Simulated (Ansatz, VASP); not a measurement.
## Two plane-wave programs on As

```xyz
2
Lattice="1.8798 1.0853 3.4858 -1.8798 1.0853 3.4858 0.0000 -2.1705 3.4858" Properties=species:S:1:pos:R:3 pbc="T T T"
As    0.0000    0.0000    2.3795
As    0.0000    0.0000    8.0778
```

Alike in both runs: task single point; functional PBE; dispersion D3(BJ); k mesh 6 × 6 × 6; occupations gaussian, width 0.1 eV; no spin polarisation.

```csv
,VASP,Ansatz
version,VASP 6.6.1,Ansatz 0.2.0
potentials or method,"VASP PAW PBE potentials, release 64 (As_d), cutoff 510 eV","scalar-relativistic, plane waves, PAW"
valence electrons in the cell,30,30
```

|  | VASP | Ansatz | Ansatz less VASP |
| --- | --- | --- | --- |
| gap on the k mesh at the Fermi level (eV) | none | none | - |
| pressure (GPa) | 0.3 | 0.2 | -0.05 |
| traceless stress, the component that is largest in VASP (GPa) | -1.09 | -1.09 | +0.002 |
| rms of the force components (eV/Å) | 0.069 | 0.064 | -0.0054 |

Atom by atom the forces differ by 0.005 eV/Å (rms over components). A gap of «none» marks a metal or a gap that the smearing closes.
